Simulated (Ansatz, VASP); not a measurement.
Two plane-wave programs on NaCl

```
Na Cl
1.0
     0.00000    2.73222    2.73222
     2.73222    0.00000    2.73222
     2.73222    2.73222    0.00000
Na Cl
1 1
Direct
  0.00000 0.00000 0.00000
  0.50000 0.50000 0.50000
```

Alike in both runs: functional LDA; k mesh 6 × 6 × 6; no spin polarisation.

Ansatz relaxed the structure, and its values are those at the end. VASP's run is a single point on that final structure, the one shown.

|  | VASP | Ansatz |
| --- | --- | --- |
| version | VASP 6.6.1 | Ansatz 0.2.0 |
| potentials or method | VASP PAW LDA potentials, release 64 (Na_pv, Cl) | plane waves, PAW |
| plane-wave cutoff (eV) | 500 | 420 |
| occupations | gaussian, width 0.01 eV | fixed |
| valence electrons in the cell | 14 | 16 |

|  | VASP | Ansatz | Ansatz less VASP |
| --- | --- | --- | --- |
| pressure (GPa) | 0.0 | 0.0 | -0.01 |

LDA's correlation is that of Perdew and Zunger in VASP and of Perdew and Wang (1992) in Ansatz. VASP's potentials hold 14 valence electrons a cell and Ansatz's 16, so a difference there can come from the potentials and not from the codes.
